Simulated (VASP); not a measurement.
Input of a VASP 6.6.1 run:

File INCAR:

```
SYSTEM = Sn
ALGO = Normal ; EDIFF = 1E-8
ENCUT = 520 ; GGA = PE
ISIF = 2 ; ISMEAR = -1
LASPH = .True. ; LCHARG = .False.
LEFG = .True. ; LREAL = .False.
LWAVE = .False. ; NBANDS = 21
NELM = 80 ; PREC = Accurate
SIGMA = 0.03
```

The input KPOINTS:

```
k-points
0
Gamma
  9 9 9
  0 0 0
```

POSCAR

```
Sn
1.0
    0.0000000000      3.2954075134      3.1482320000
    3.2954075134      0.0000000000      3.1482320000
    3.2954075134      3.2954075134      0.0000000000
Sn
2
Direct
    0.5000000000      0.5000000000      0.5000000000
    0.7500000000      0.7500000000      0.7500000000
```

Potentials or basis: VASP PAW PBE potentials, release 64 (Sn_d).

Launch:

```bash
$ cat potpaw_PBE.64/Sn_d/POTCAR > POTCAR
$ mpirun -np 1 vasp_std > vasp.out
```

Estimate the band gap on the k mesh.

zero (filled and empty bands overlap).

Estimate the pressure.

3.1 GPa.

Electric field gradients, principal values (V/Å²):
```csv
atom,least,middle,greatest (by size)
1 Sn,-3.024,-3.025,6.049
2 Sn,-3.024,-3.025,6.049
```

Caveat: the cell stands under pressure; without QUAD_EFG the Cq values of the log hold for a quadrupole moment of 1 mb, not for the nuclei; spin-orbit coupling is left out, which moves the levels of the heavy elements.
